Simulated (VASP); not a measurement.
# Zn (Immm) in VASP: single point with PBE

Aim: the single point of Zn with PBE.

Program: VASP 6.6.1. These are calculated values, not measurements. Logs are shortened: lines on timing, memory, paths and dates and some standing lists are left out, and cuts for length are marked.

### 1 The cell of the first run

The structure is orthorhombic, space group Immm (No. 71). The conventional cell has a = 2.713 Å, b = 2.843 Å, c = 4.204 Å, α = 90.00°, β = 90.00°, γ = 90.00°. Within 3.6 Å of Zn (site symmetry mmm) lie 12 Zn at 2.71 to 2.88 Å.

### 2 Single point, PBE (engineering shear strain xy -0.0467, normal strain along z +0.0700)

INCAR

```
SYSTEM = Zn
PREC = Accurate ; ENCUT = 520
EDIFF = 1E-6 ; ISMEAR = 0
SIGMA = 0.15 ; LREAL = .False.
LASPH = .True. ; NELM = 80
ALGO = Fast ; ISIF = 2
LWAVE = .False. ; LCHARG = .True.
GGA = PE ; LELF = .True.
LVHAR = .True. ; NBANDS = 12
```

KPOINTS

```
regular mesh
0
Gamma
  20 20 20
  0 0 0
```

POSCAR

```
Zn
1.0
   -0.0458673236      1.9643393415      2.1018430954
    1.9643393415     -0.0458673236      2.1018430954
    1.9184720179      1.9184720179      0.0000000000
Zn
1
Direct
    0.0000000000      0.0000000000      0.0000000000
```

Potentials or basis: VASP PAW PBE potentials, release 64 (Zn).

Started as:

```bash
> cat potpaw_PBE.64/Zn/POTCAR > POTCAR
> mpirun -np 1 vasp_std > vasp.out
```

OUTCAR:

```text
SYSTEM = Zn
   PREC = Accurate
   ENCUT = 520
   EDIFF = 1E-6
   ISMEAR = 0
   LREAL = .False.
   LASPH = .True.
   NELM = 80
   ISIF = 2
   GGA = PE

 ion  position               nearest neighbor table
   1  0.000  0.000  0.000-

  LATTYP: Found a body centered orthorhombic cell.
 ALAT       =     2.7131291467
 B/A-ratio  =     1.0478165156
 C/A-ratio  =     1.5493866910

  Lattice vectors:

 A1 = (  -1.9643393415,   0.0458673236,   2.1018430954)
 A2 = (   1.9643393415,  -0.0458673236,   2.1018430954)
 A3 = (  -0.0458673236,   1.9643393415,  -2.1018430954)

Analysis of symmetry for initial positions (statically):
=====================================================================
 Subroutine PRICEL returns:
 Original cell was already a primitive cell.

 Routine SETGRP: Setting up the symmetry group for a
 body centered orthorhombic supercell.

 Subroutine GETGRP returns: Found  8 space group operations
 (whereof  8 operations were pure point group operations)
 out of a pool of  8 trial point group operations.

The static configuration has the point symmetry D_2h.

Analysis of symmetry for dynamics (positions and initial velocities):
=====================================================================
 Subroutine PRICEL returns:
 Original cell was already a primitive cell.

 Routine SETGRP: Setting up the symmetry group for a
 body centered orthorhombic supercell.

 Subroutine GETGRP returns: Found  8 space group operations
 (whereof  8 operations were pure point group operations)
 out of a pool of  8 trial point group operations.

The dynamic configuration has the point symmetry D_2h.

 Subroutine INISYM returns: Found  8 space group operations
 (whereof  8 operations are pure point group operations),
 and found     1 'primitive' translations

----------------------------------------------------------------------------------------

                                     Primitive cell

  volume of cell :      16.2116

  direct lattice vectors                    reciprocal lattice vectors
    -0.045867324  1.964339341  2.101843095    -0.248730645  0.248730645  0.237886454
     1.964339341 -0.045867324  2.101843095     0.248730645 -0.248730645  0.237886454
     1.918472018  1.918472018  0.000000000     0.260624078  0.260624078 -0.237886454

  length of vectors
     2.877234307  2.877234307  2.713129147     0.424645537  0.424645537  0.438679592

  position of ions in fractional coordinates (direct lattice)
     0.000000000  0.000000000  0.000000000

  ion indices of the primitive-cell ions
   primitive index   ion index
                 1           1

----------------------------------------------------------------------------------------

 KPOINTS: regular mesh

Automatic generation of k-mesh.
 Grid dimensions read from file:
 generate k-points for:   20   20   20

 Generating k-lattice:

  Cartesian coordinates                     Fractional coordinates (reciprocal lattice)
    -0.012436532  0.012436532  0.011894323     0.050000000  0.000000000  0.000000000
     0.012436532 -0.012436532  0.011894323     0.000000000  0.050000000  0.000000000
     0.013031204  0.013031204 -0.011894323     0.000000000  0.000000000  0.050000000

  Length of vectors
     0.021232277  0.021232277  0.021933980

  Shift w.r.t. Gamma in fractional coordinates (k-lattice)
     0.000000000  0.000000000  0.000000000

 Subroutine IBZKPT returns following result:
 ===========================================

 Found   1166 irreducible k-points:

 Following reciprocal coordinates:
            Coordinates               Weight
  0.000000  0.000000  0.000000      1.000000
  0.050000  0.000000  0.000000      4.000000
  0.100000 -0.000000  0.000000      4.000000
  0.150000  0.000000  0.000000      4.000000
  0.200000 -0.000000  0.000000      4.000000
  0.250000 -0.000000  0.000000      4.000000
[... 16 lines left out ...]
 -0.400000  0.050000  0.000000      4.000000
 -0.350000  0.050000  0.000000      4.000000
 [... further k-points ...]
   k-points           NKPTS =   1166   k-points in BZ     NKDIM =   1166   number of bands    NBANDS=     12
   number of dos      NEDOS =    301   number of ions     NIONS =      1
   total plane-waves  NPLWV =  11520
   dimension x,y,z NGX =    24 NGY =   24 NGZ =   20
   dimension x,y,z NGXF=    48 NGYF=   48 NGZF=   40
   ions per type =               1
   NGX,Y,Z   is equivalent  to a cutoff of  13.87, 13.87, 12.25 a.u.
   NGXF,Y,Z  is equivalent  to a cutoff of  27.73, 27.73, 24.51 a.u.
 SYSTEM =  Zn
   PREC   = accura    normal or accurate (medium, high low for compatibility)
   ISTART =      0    job   : 0-new  1-cont  2-samecut
   ICHARG =      2    charge: 1-file 2-atom 10-const
   ISPIN  =      1    spin polarized calculation?
   LNONCOLLINEAR =      F non collinear calculations
   LSORBIT =      F    spin-orbit coupling
   LASPH  =      T    aspherical Exc in radial PAW
   ENCUT  =  520.0 eV  38.22 Ry    6.18 a.u.   5.35  5.35  5.04*2*pi/ulx,y,z
   NELM   =     80;   NELMIN=  2; NELMDL= -5     # of ELM steps
   EDIFF  = 0.1E-05   stopping-criterion for ELM
   LREAL  =      F    real-space projection
   EDIFFG = 0.1E-04   stopping-criterion for IOM
   NSW    =      0    number of steps for IOM
   IBRION =     -1    ionic relax: 0-MD 1-quasi-New 2-CG
   NFREE  =      0    steps in history (QN), initial steepest desc. (CG)
   ISIF   =      2    stress and relaxation
   ISYM   =      2    0-nonsym 1-usesym 2-fastsym
   POTIM  = 0.5000    time-step for ionic-motion
   TEBEG  =    0.0;   TEEND  =   0.0 temperature during run
   PSTRESS=    0.0 pullay stress
   NELECT =      12.0000    total number of electrons
   NUPDOWN=      -1.0000    fix difference up-down
   EMIN   =  10.00;   EMAX   =-10.00  energy-range for DOS
   EFERMI =   0.00;   METHOD = LEGACY
   ISMEAR =     0;   SIGMA  =   0.15  broadening in eV -4-tet -1-fermi 0-gaus
   EFERMI_NEDOS =   21; number of points for ismear=-14 and -15
   IALGO  =     68    algorithm
   IMIX   =      4    mixing-type and parameters
     AMIX     =   0.40;   BMIX     =  1.00
     AMIX_MAG =   1.60;   BMIX_MAG =  1.00
  volume/ion in A,a.u.               =      16.21       109.40
  Fermi-wavevector in a.u.,A,eV,Ry     =   1.480902  2.798500 29.838553  2.193072
  Thomas-Fermi vector in A             =   2.594879
   LORBIT       =      0    0 simple, 1 ext, 2 COOP (PROOUT), +10 PAW based schemes
   GGA     = PE    functional components
   LHFCALC =     F    Hartree Fock is set to
   AEXX    =    0.0000 exact exchange contribution
   IVDW    =     0    specifies the selected vdW correction
   LEPSILON=     F    determine dielectric tensor
   LRPA    =     F    only Hartree local field effects (RPA)
 non-spin polarized calculation
 RMM-DIIS sequential band-by-band and
 Gauss-broadening in eV      SIGMA  =   0.15
  energy-cutoff  :      520.00
  volume of cell :       16.21
 maximum number of plane-waves:       455
 NGX is ok and might be reduce to    24
   NGX = 11   NGY = 11   NGZ = 11

 number of electron      11.9999999 magnetization

 Free energy of the ion-electron system (eV)
  ---------------------------------------------------
  ext. energy  EPLUGINS =         0.00000000
  ---------------------------------------------------
  free energy    TOTEN  =        -1.06546765 eV

  energy without entropy =       -1.06139926  energy(sigma->0) =       -1.06343345

 E-fermi :   2.6314     XC(G=0): -11.2315

 val. band max:        2.6304126016   @ k =  -0.3500  -0.4500   0.4000
 cond. band min:       2.6520966455   @ k =  -0.1500   0.0500   0.5000
 fundamental gap:      0.0216840439
 Fermi energy:         2.6313523075

 k-point     1 :       0.0000    0.0000    0.0000
  band No.  band energies     occupation
      1      -7.2126      2.00000
      2      -4.9553      2.00000
      3      -4.8292      2.00000
      4      -4.7187      2.00000
      5      -4.5702      2.00000
      6      -4.4289      2.00000
      7      19.0184      0.00000
      8      19.6297      0.00000
      9      20.9385      0.00000
     10      21.6693      0.00000
     11      22.1197      0.00000
     12      22.6738      0.00000

 k-point     2 :       0.0500    0.0000    0.0000
  band No.  band energies     occupation
      1      -7.1432      2.00000
      2      -4.9524      2.00000
      3      -4.8304      2.00000
      4      -4.7121      2.00000
      5      -4.5698      2.00000
      6      -4.4315      2.00000
      7      17.8813      0.00000
      8      19.1309      0.00000
      9      20.7491      0.00000
     10      21.5402      0.00000
     11      22.7866      0.00000
     12      23.8671      0.00000

 k-point     3 :       0.1000   -0.0000    0.0000
  band No.  band energies     occupation
      1      -6.9376      2.00000
      2      -4.9449      2.00000
      3      -4.8327      2.00000
      4      -4.6941      2.00000
      5      -4.5657      2.00000
      6      -4.4374      2.00000
      7      15.6819      0.00000
      8      18.5843      0.00000
      9      20.3381      0.00000
     10      21.4233      0.00000
     11      23.6862      0.00000
     12      24.6050      0.00000
[... 286 lines left out ...]
 k-point    23 :      -0.4000    0.0500    0.0000
  band No.  band energies     occupation
      1      -5.4581      2.00000
      2      -4.9473      2.00000
      3      -4.6942      2.00000
      4      -4.3042      2.00000
      5      -4.2941      2.00000
      6      -1.7481      2.00000
      7       2.9707      0.00138
      8      14.5533      0.00000
      9      19.0111      0.00000
     10      20.5725      0.00000
     11      21.5560      0.00000
     12      22.6477      0.00000

 k-point    24 :      -0.3500    0.0500    0.0000
  band No.  band energies     occupation
      1      -5.4562      2.00000
      2      -4.9305      2.00000
      3      -4.6801      2.00000
      4      -4.3502      2.00000
      5      -4.3355      2.00000
      6      -2.8327      2.00000
      7       4.6594      0.00000
      8      14.5648      0.00000
      9      19.4038      0.00000
     10      21.0312      0.00000
     11      21.9367      0.00000
     12      22.8482      0.00000

 [... further k-points ...]
[... 5 lines left out ...]
  --------------------------------------------------------------------------------------
  -------------------------------------------------------------------------------------
  Total       -0.2126379     -0.2126379     -0.6125442      0.0262381      0.0000000      0.0000000
  in kB      -21.0147791    -21.0147791    -60.5370918      2.5930871      0.0000000      0.0000000
  external PRESSURE =     -34.1888833 kB  Pullay stress =       0.0000000 kB

 VOLUME and BASIS-vectors are now :
 -----------------------------------------------------------------------------
  energy-cutoff  :      520.00
  volume of cell :       16.21
      direct lattice vectors                 reciprocal lattice vectors
    -0.045867324  1.964339341  2.101843095    -0.248730645  0.248730645  0.237886454
     1.964339341 -0.045867324  2.101843095     0.248730645 -0.248730645  0.237886454
     1.918472018  1.918472018  0.000000000     0.260624078  0.260624078 -0.237886454

 POSITION                                       TOTAL-FORCE (eV/Angst)
 -----------------------------------------------------------------------------------
      0.00000      0.00000      0.00000        -0.000000      0.000000      0.000000
 -----------------------------------------------------------------------------------
    total drift:                                0.000000      0.000000      0.000000

  FREE ENERGIE OF THE ION-ELECTRON SYSTEM (eV)
  ---------------------------------------------------
  free  energy   TOTEN  =        -1.0654676509 eV

  energy  without entropy=       -1.0613992551  energy(sigma->0) =       -1.06343345
```

Wall time 68 s (1 thread of Intel Xeon Platinum 8559C (Emerald Rapids), shared host); peak memory 0.32 GiB.

Results:

```
Free energy            : -1.0655 eV
Pressure               : -3.4 GPa
Band gap on the k mesh : zero (bands 6 and 7 overlap by 3.89 eV)
```

Levels at points of the mesh, in eV from the Fermi level:
| k point | band 4 | band 5 | band 6 | band 7 | band 8 | band 9 |
| --- | --- | --- | --- | --- | --- | --- |
| (0.00, 0.00, 0.00) | -7.35 | -7.20 | -7.06 | 16.39 | 17.00 | 18.31 |
| (0.50, 0.00, 0.00) | -6.89 | -6.88 | -2.76 | -1.78 | 13.18 | 16.12 |
| (0.50, 0.50, 0.00) | -6.83 | -6.82 | -1.48 | 0.45 | 8.08 | 9.94 |
| (0.00, 0.00, 0.50) | -6.92 | -6.82 | -2.47 | -1.14 | 13.35 | 14.78 |
| (0.50, 0.00, 0.50) | -6.87 | -6.75 | -0.47 | 2.04 | 7.52 | 7.93 |

Caveat: the cell differs from its parent crystal (engineering shear strain xy -0.0467, normal strain along z +0.0700); the cell stands under tension.

The gap in the log of VASP goes by the Fermi energy; the results here count the filled bands.